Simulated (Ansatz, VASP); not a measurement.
# TiSn: VASP beside Ansatz

```
Ti Sn
1.0
     0.00000    2.80055    2.80055
     2.80055    0.00000    2.80055
     2.80055    2.80055    0.00000
Ti Sn
1 1
Direct
  0.00000 0.00000 0.00000
  0.50000 0.50000 0.50000
```

Alike in both runs: functional PBE; k mesh 5 × 5 × 5; occupations fermi-dirac, width 0.05 eV; no spin polarisation.

|  | VASP | Ansatz |
| --- | --- | --- |
| version | VASP 6.6.1 | Ansatz 0.2.0 |
| potentials or method | VASP PAW PBE potentials, release 64 (Ti_sv, Sn_d) | Ansatz PAW |
| plane-wave cutoff (eV) | 520 | 420 |
| valence electrons in the cell | 26 | 26 |
| task | single point | band structure |

```csv
,VASP,Ansatz,Ansatz less VASP
gap on the k mesh at the Fermi level (eV),none,none,-
pressure (GPa),0.0,0.0,+0.01
```

A gap of «none» marks a metal or a gap that the smearing closes.

The k mesh is coarse, so the values compare programs but aren't converged.
